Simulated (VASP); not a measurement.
Wanted: the native input for a VASP 6.6.1 run.

```yaml
Task: single point
Functional: r2SCAN
Potentials_or_basis: VASP PAW PBE potentials, release 64 (Mg, S)
Cutoff: 520 eV
k_mesh: 8 × 8 × 8
Occupations: gaussian, width 0.01 eV
Spin: no spin polarisation
Dipole_correction: no
Further_INCAR_settings: ALGO = Normal; EDIFF = 1e-07; NBANDS = 11
```

Crystal: MgS.

```
Mg S
1.0
     0.00000    2.83088    2.83088
     2.90335    0.00000    2.83088
     2.90335    2.83088    0.00000
Mg S
1 1
Cartesian
  0.0000 0.0000 0.0000
  1.4517 1.4154 1.4154
```

This cell differs from its parent crystal: uniaxial x strain +2.6%.

One way to write it, as run:

POSCAR

```
MgS
1.0
    0.0000000000      2.8308768389      2.8308768389
    2.9033472860      0.0000000000      2.8308768389
    2.9033472860      2.8308768389      0.0000000000
Mg S
1 1
Direct
    0.0000000000      0.0000000000      0.0000000000
    0.2500000000      0.2500000000      0.2500000000
```

INCAR.step1

```
PREC = Accurate
ENCUT = 520
ISMEAR = 0
SIGMA = 0.01
LREAL = F
LASPH = T
NELM = 80
NBANDS = 11
GGA = PE
ALGO = Normal
EDIFF = 1E-4
LWAVE = T
LCHARG = F
```

INCAR.step2

```
PREC = Accurate
ENCUT = 520
EDIFF = 1E-7
ISMEAR = 0
SIGMA = 0.01
LREAL = F
LASPH = T
NELM = 80
ALGO = Normal
ISIF = 2
LWAVE = F
LCHARG = F
METAGGA = R2SCAN
LMIXTAU = T
NBANDS = 11
ISTART = 1
```

KPOINTS

```
regular mesh
0
Gamma
  8 8 8
```

Potentials or basis: VASP PAW PBE potentials, release 64 (Mg, S).

The run is started by

```sh
$ cat potpaw_PBE.64/Mg/POTCAR potpaw_PBE.64/S/POTCAR > POTCAR
$ cp INCAR.step1 INCAR
$ mpirun -np 1 vasp_std > vasp.out
$ cp INCAR.step2 INCAR
$ mpirun -np 1 vasp_std > vasp.out
```

It gave:

| Property | Result |
| --- | --- |
| Pressure | -1.7 GPa |
| Band gap on the k mesh | 3.97 eV |

Caveat: the cell differs from its parent crystal (uniaxial x strain +2.6%); the structure was generated, so it needn't be the stable form of MgS; the PAW data sets were made with another functional, which shifts forces and pressure a little.

It took 62 s on 1 thread of Intel(R) Xeon(R) 6975P-C (Granite Rapids), with other jobs on the host, peak memory 0.18 GiB.
